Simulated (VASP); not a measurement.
SiC, 8 atoms in the cell. It takes space group P6_3mc (No. 186, hexagonal). Conventional cell: a = 3.239 Å, b = 3.239 Å, c = 9.589 Å, α = 90.00°, β = 90.00°, γ = 120.00°. Within 2.4 Å of Si (site symmetry 3m) lie 4 C at 1.80 to 1.96 Å. Within 2.4 Å of Si (site symmetry 3m) lie 4 C at 1.80 to 1.96 Å. C (site symmetry 3m) has 4 Si at 1.80 to 1.96 Å within 2.4 Å. Within 2.4 Å of C (site symmetry 3m) lie 4 Si at 1.80 to 1.96 Å. 

* Program: VASP 6.6.1
* Task: single point
* Functional: PBE
* Potentials or basis: VASP PAW PBE potentials, release 64 (Si, C)
* Cutoff: 520 eV
* k mesh: 12 × 12 × 4
* Occupations: gaussian, width 0.05 eV
* Spin: no spin polarisation
* Dipole correction: no
* Further INCAR settings: ALGO = Normal; EDIFF = 1e-06; NBANDS = 26

Potentials or basis: VASP PAW PBE potentials, release 64 (Si, C).

The run is started by

```sh
$ cat potpaw_PBE.64/Si/POTCAR potpaw_PBE.64/C/POTCAR > POTCAR
$ mpirun -np 1 vasp_std > vasp.out
```

Hardware: 1 thread of Intel(R) Xeon(R) Platinum 8259CL CPU @ 2.50GHz (Skylake/Cascade Lake), on a shared host.

**Question.** How long does it take, and how much memory?

**Answer.** It took 95 s on 1 thread of Intel(R) Xeon(R) Platinum 8259CL CPU @ 2.50GHz (Skylake/Cascade Lake), with other jobs on the host, peak memory 0.25 GiB. Counts: scf iterations 14, k points 57.
